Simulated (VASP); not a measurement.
Runs of VASP 6.6.1 on Ir. The structure is that of space group Pm-3m (No. 221), or close to it. The cells are those of the table. 

```csv
task,spin,cell,k mesh,cutoff (eV),smearing,gap on the mesh (eV),pressure (GPa),moment (μB)
single point,"collinear, ferromagnetic start","a = 2.606 Å, 1 atom",14 × 14 × 14,520,fermi-dirac 0.05 eV,none,-9.0,0.00
single point,"collinear, ferromagnetic start","a = 2.501 Å, 1 atom",14 × 14 × 14,520,fermi-dirac 0.05 eV,none,24.8,0.00
single point,"collinear, ferromagnetic start","a = 2.537 Å, 1 atom",20 × 20 × 20,520,fermi-dirac 0.05 eV,none,10.9,0.00
single point,"collinear, ferromagnetic start","a = 2.572 Å, 1 atom",20 × 20 × 20,520,fermi-dirac 0.05 eV,none,(a),0.00
single point,"collinear, ferromagnetic start","a = 2.671 Å, 1 atom",14 × 14 × 14,520,fermi-dirac 0.05 eV,none,-21.1,0.00
single point,off,"a = 2.573 Å, 1 atom",13 × 13 × 13,520,fermi-dirac 0.1 eV,none,0.1,-
single point,"collinear, ferromagnetic start","a = 2.501 Å, 1 atom",20 × 20 × 20,520,fermi-dirac 0.05 eV,none,(b),0.00
relaxation of cell and atoms,off,"relaxed from a = 2.482 Å, 1 atom",13 × 13 × 13,600,fermi-dirac 0.1 eV,none,0.0,-
```

Alike in all rows: level PBE; potentials or basis VASP PAW PBE potentials, release 64 (Ir).

Problem. Estimate the missing entries.

Solution. (a) -0.3; (b) 25.0.

Caveats: spin-orbit coupling is left out, which moves the levels of the heavy elements.

A k mesh can miss the band edges, and the runs leave out spin-orbit coupling on Ir.

A gap of «none» marks levels without a gap at the run's occupations.
